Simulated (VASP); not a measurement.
Here is a VASP 6.6.1 calculation.

The input INCAR:

```
SYSTEM = Al
ALGO     = Normal         ! electronic algorithm
EDIFF    = 1E-6           ! SCF threshold, eV
ENCUT    = 520            ! plane-wave cutoff, eV
GGA      = PS             ! functional
ISIF     = 2              ! what is computed and relaxed
ISMEAR   = 0              ! smearing method
LASPH    = .TRUE.         ! aspherical terms in the spheres
LCHARG   = .FALSE.        ! write CHGCAR
LREAL    = .FALSE.        ! projectors in reciprocal space
LWAVE    = .FALSE.        ! write WAVECAR
NBANDS   = 10             ! bands
NELM     = 80             ! most SCF steps
PREC     = Accurate       ! precision mode
SIGMA    = 0.15           ! smearing width, eV
```

The input KPOINTS:

```
k-points
0
G
  18 18 10
  0 0 0
```

Contents of POSCAR:

```
Al
1.0
    2.6901000000      0.0000000000      0.0000000000
   -1.3450500000      2.3296949387      0.0000000000
    0.0000000000      0.0000000000      4.9351000000
Al
2
Direct
    0.6666666667      0.3333333333      0.7500000000
    0.3333333333      0.6666666667      0.2500000000
```

Potentials or basis: VASP PAW PBE potentials, release 64 (Al).

Command:

```console
$ cat potpaw_PBE.64/Al/POTCAR > POTCAR
$ mpirun -np 1 vasp_std > vasp.out
```

Question: Predict the band gap on the k mesh.

Answer: Zero (band 3 reaches 11.85 eV, above the bottom of band 4 at 5.64 eV).

Question: What does it give for the pressure?

Answer: 6.5 GPa.

Stress tensor (GPa, compression positive):
```
10.06  0.00  0.00
 0.00 10.06  0.00
 0.00  0.00 -0.75
```

Caveat: the PAW data sets were made with another functional, which shifts forces and pressure a little.
